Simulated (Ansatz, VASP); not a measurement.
## Two plane-wave programs on Cd

```xyz
4
Lattice="2.9604 0.0000 0.0000 -1.4802 2.5638 0.0000 0.0000 0.0000 11.6434" Properties=species:S:1:pos:R:3 pbc="T T T"
Cd    0.0000    0.0000    0.0000
Cd    0.0000    1.7092    2.9108
Cd    0.0000    0.0000    5.8217
Cd    1.4802    0.8546    8.7325
```

Alike in both runs: functional r2SCAN; k mesh 15 × 15 × 4; occupations gaussian, width 0.1 eV; no spin polarisation.

Ansatz relaxed the structure, and its values are those at the end. VASP's run is a single point on that final structure, the one shown.

|  | VASP | Ansatz |
| --- | --- | --- |
| version | VASP 6.6.1 | Ansatz 0.2.0 |
| potentials or method | VASP PAW PBE potentials, release 64 (Cd), cutoff 520 eV | scalar-relativistic, plane waves, PAW |
| valence electrons in the cell | 48 | 80 |

|  | VASP | Ansatz | Ansatz less VASP |
| --- | --- | --- | --- |
| gap on the k mesh at the Fermi level (eV) | none | none | - |
| pressure (GPa) | 0.4 | 0.0 | -0.35 |

VASP's potentials were made for PBE, not for r2SCAN. A gap of «none» marks a metal or a gap that the smearing closes. VASP's potentials hold 48 valence electrons a cell and Ansatz's 80, so a difference there can come from the potentials and not from the codes.
